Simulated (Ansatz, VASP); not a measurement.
## Si in VASP and in Ansatz

INCAR

```
SYSTEM = Si
PREC     = Accurate       ! precision mode
ENCUT    = 520            ! plane-wave cutoff, eV
EDIFF    = 1E-7           ! SCF threshold, eV
ISMEAR   = -1             ! smearing method
SIGMA    = 0.05           ! smearing width, eV
LREAL    = .False.        ! projectors in reciprocal space
LASPH    = .True.         ! aspherical terms in the spheres
NELM     = 60             ! most SCF steps
ALGO     = Normal         ! electronic algorithm
ISIF     = 2              ! what is computed and relaxed
LWAVE    = .False.        ! write WAVECAR
LCHARG   = .False.        ! write CHGCAR
GGA      = CA             ! functional
NBANDS   = 11             ! bands
```

Contents of KPOINTS:

```
regular mesh
0
Gamma
  11 11 11
  0 0 0
```

File POSCAR:

```
Si
1.0
   -2.3393228040      2.3393228040      1.3113001418
    2.3393228040     -2.3393228040      1.3113001418
    2.3393228040      2.3393228040     -1.3113001418
Si
2
Direct
    0.5000000000      0.5000000000      0.0000000000
    0.2500000000      0.7500000000      0.5000000000
```

The input input.yaml:

```yaml
crystal:
  lattice:
    - [-2.339322804, 2.339322804, 1.3113001418]
    - [2.339322804, -2.339322804, 1.3113001418]
    - [2.339322804, 2.339322804, -1.3113001418]
  atoms:
    - { symbol: Si, position: [0.5, 0.5, 0.0] }
    - { symbol: Si, position: [0.25, 0.75, 0.5] }
hamiltonian:
  xc: lda
  pseudopotentials: { kind: paw }
kpoints:
  mp_grid: { grid: [11, 11, 11] }
scf:
  occupations: { method: fermi_dirac, width: 0.05 }
output:
  forces: true
  stress: true
  eigenvalues: true
  write_density: true
  write_potential: true
  elf: true
  volumetric_format: npy
```

Alike in both runs: task single point; functional LDA; k mesh 11 × 11 × 11; occupations fermi-dirac, width 0.05 eV; no spin polarisation.

```csv
,VASP,Ansatz
version,VASP 6.6.1,Ansatz 0.2.0
potentials or method,"VASP PAW LDA potentials, release 64 (Si)",Ansatz PAW
plane-wave cutoff (eV),520,420
valence electrons in the cell,8,8
```

|  | VASP | Ansatz | Ansatz less VASP |
| --- | --- | --- | --- |
| gap on the k mesh at the Fermi level (eV) | none | none | - |
| pressure (GPa) | 4.3 | 4.2 | -0.10 |
| traceless stress, the component that is largest in VASP (GPa) | -1.70 | -1.68 | +0.020 |

LDA's correlation is that of Perdew and Zunger in VASP and of Perdew and Wang (1992) in Ansatz. A gap of «none» marks a metal or a gap that the smearing closes.
